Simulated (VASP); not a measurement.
Runs of VASP 6.6.1 on BiW. The structure is that of space group P-6m2 (No. 187), or close to it. The cells are those of the table. 

| task | cell | k mesh | cutoff (eV) | gap on the mesh (eV) | pressure (GPa) |
| --- | --- | --- | --- | --- | --- |
| single point | a = 3.366, b = 3.366, c = 4.297 Å, angles 90.0, 90.0, 120.0°, 2 atoms | 18 × 18 × 14 | 520 | none | 0.1 |
| single point | a = 3.350, b = 3.350, c = 5.023 Å, angles 90.0, 90.0, 120.0°, 2 atoms | 6 × 6 × 4 | 520 | none | (a) |
| single point | a = 3.372, b = 3.372, c = 4.282 Å, angles 90.0, 90.0, 120.0°, 2 atoms | 6 × 6 × 4 | 520 | none | 0.0 |
| relaxation of cell and atoms | relaxed from a = 3.350, b = 3.350, c = 5.023 Å, angles 90.0, 90.0, 120.0°, 2 atoms | 6 × 6 × 4 | 600 | none | 0.0 |

Alike in all rows: level PBE; potentials or basis VASP PAW PBE potentials, release 64 (Bi_d, W_sv); no spin polarisation; smearing gaussian 0.1 eV.

Estimate the missing entries.

(a) -13.3.

Caveats: some runs use coarse meshes; spin-orbit coupling is left out, which moves the levels of the heavy elements.

A k mesh can miss the band edges, and the runs leave out spin-orbit coupling on Bi, W.

A gap of «none» marks levels without a gap at the run's occupations.
